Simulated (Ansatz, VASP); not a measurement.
One calculation of BaTe, two programs

The input INCAR:

```
SYSTEM = BaTe
ALGO = Normal
EDIFF = 1E-6
ENCUT = 520
GGA = PE
ISIF = 2
ISMEAR = -1
LASPH = .True.
LCHARG = .False.
LREAL = .False.
LWAVE = .False.
NBANDS = 15
NELM = 60
PREC = Accurate
SIGMA = 0.02
```

Contents of KPOINTS:

```
k-points
0
Gamma
  6 6 6
  0 0 0
```

The input POSCAR:

```
BaTe
1.0
    0.0000000000      3.6383584395      3.5033386480
    3.6383584395      0.0000000000      3.5033386480
    3.6383584395      3.6383584395      0.0000000000
Ba Te
1 1
Direct
    0.0000000000      0.0000000000      0.0000000000
    0.5000000000      0.5000000000      0.5000000000
```

Input for Ansatz:

```yaml
crystal:
  lattice:
    - [0.0, 3.6383584395, 3.503338648]
    - [3.6383584395, 0.0, 3.503338648]
    - [3.6383584395, 3.6383584395, 0.0]
  atoms:
    - { symbol: Ba, position: [0.0, 0.0, 0.0] }
    - { symbol: Te, position: [0.5, 0.5, 0.5] }
kpoints:
  mp_grid: { grid: [6, 6, 6] }
  band_path:
    path:
      - [0.0, 0.0, 0.0]
      - [0.5, 0.0, 0.5]
      - [0.625, 0.25, 0.625]
      - [0.375, 0.375, 0.75]
      - [0.5, 0.5, 0.5]
      - [0.5, 0.25, 0.75]
      - [0.5, 0.5, 0.0]
    npoints: 1
hamiltonian:
  xc: pbe
scf:
  occupations: { method: fermi_dirac, width: 0.02 }
  n_extra_bands: 4
output:
  forces: true
  stress: true
  eigenvalues: true
```

Change from the starting cell: epitaxial_xy strain +3.0%.

Alike in both runs: task single point; functional PBE; k mesh 6 × 6 × 6; occupations fermi-dirac, width 0.02 eV; no spin polarisation.

|  | VASP | Ansatz |
| --- | --- | --- |
| version | VASP 6.6.1 | Ansatz 0.2.0 |
| potentials or method | VASP PAW PBE potentials, release 64 (Ba_sv, Te) | plane waves, PAW |
| plane-wave cutoff (eV) | 520 | 420 |
| valence electrons in the cell | 16 | 26 |

```csv
,VASP,Ansatz,Ansatz less VASP
gap on the k mesh at the Fermi level (eV),1.62,1.70,+0.074
pressure (GPa),-0.9,-1.2,-0.25
"traceless stress, the component that is largest in VASP (GPa)",1.27,1.19,-0.082
```

VASP's potentials hold 16 valence electrons a cell and Ansatz's 26, so a difference there can come from the potentials and not from the codes.

Spin-orbit coupling is off throughout.
